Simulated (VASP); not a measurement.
PPt: single point with PBE

The system is PPt.

```xyz
4
Lattice="3.2001 0.0000 0.0000 -1.6001 2.7714 0.0000 0.0000 0.0000 7.4544" Properties=species:S:1:pos:R:3 pbc="T T T"
Pt    0.0000    1.8476    2.5815
Pt    1.6001    0.9238    6.3088
P     0.0000    1.8476    0.2139
P     1.6001    0.9238    3.9411
```

```
Program             : VASP 6.6.1
Task                : single point
Functional          : PBE
Potentials or basis : VASP PAW PBE potentials, release 64 (Pt, P)
Cutoff              : 520 eV
k mesh              : 8 × 8 × 4
Occupations         : fermi-dirac, width 0.05 eV
Spin                : no spin polarisation
```

| Property | Result |
| --- | --- |
| Pressure | 9.8 GPa |
| Largest force | 0.011 eV/Å |
| Band gap on the k mesh | zero (band 15 reaches 12.44 eV, above the bottom of band 16 at 8.15 eV) |

Forces on the atoms (eV/Å):
```
Pt   0.000  0.000  0.011
Pt   0.000  0.000  0.011
P    0.000  0.000 -0.011
P    0.000  0.000 -0.011
```

Levels at points of the mesh, in eV from the Fermi level:
```csv
k point,band 13,band 14,band 15,band 16,band 17,band 18
"(0.00, 0.00, 0.00)",-3.62,-0.85,2.52,2.52,3.03,4.11
"(0.50, 0.00, 0.00)",-2.36,-1.73,-1.07,-0.76,0.31,3.23
"(0.00, 0.00, 0.50)",-3.33,-3.33,3.21,3.21,3.21,3.21
"(0.50, 0.00, 0.50)",-1.84,-1.84,-0.66,-0.66,1.61,1.61
```

Wall time 32 s on 1 thread of Intel(R) Xeon(R) Platinum 8259CL CPU @ 2.50GHz (Skylake/Cascade Lake), on a shared host, peak memory 0.2 GiB.

Caveat: spin-orbit coupling is left out, which moves the levels of the heavy elements.
